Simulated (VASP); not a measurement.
Runs of VASP 6.6.1 on Pd. The structure is that of space group Fm-3m (No. 225), or close to it. The cells are those of the table. 

```tsv
cell	further INCAR settings	gap on the mesh (eV)	pressure (GPa)
a = 2.751, b = 2.751, c = 2.785 Å, angles 59.6, 59.6, 59.2°, 1 atom	ALGO = Fast; EDIFF = 1e-07; NBANDS = 11	none	-2.3
a = 2.752, b = 2.752, c = 2.871 Å, angles 58.6, 58.6, 57.1°, 1 atom	ALGO = Fast; EDIFF = 1e-07; NBANDS = 11	none	(b)
a = 2.751, b = 2.751, c = 2.836 Å, angles 59.0, 59.0, 57.9°, 1 atom	ALGO = Fast; EDIFF = 1e-06; NBANDS = 11	none	(a)
a = 2.751, b = 2.751, c = 2.682 Å, angles 60.8, 60.8, 61.7°, 1 atom	ALGO = Fast; EDIFF = 1e-07; NBANDS = 11	none	-2.0
a = 2.751, b = 2.751, c = 2.854 Å, angles 58.8, 58.8, 57.5°, 1 atom	ALGO = Fast; EDIFF = 1e-07; NBANDS = 11	none	-1.3
```

Alike in all rows: task single point; level PBEsol; potentials or basis VASP PAW PBE potentials, release 64 (Pd); no spin polarisation; k mesh 20 × 20 × 20; cutoff (eV) 520; smearing gaussian 0.15 eV.

**Question.** Estimate the missing entries.

**Answer.** (a) -1.7; (b) -0.9.

Caveats: the PAW data sets were made with another functional, which shifts forces and pressure a little.

A k mesh can miss the band edges, and the runs leave out spin-orbit coupling on Pd.

A gap of «none» marks levels without a gap at the run's occupations.
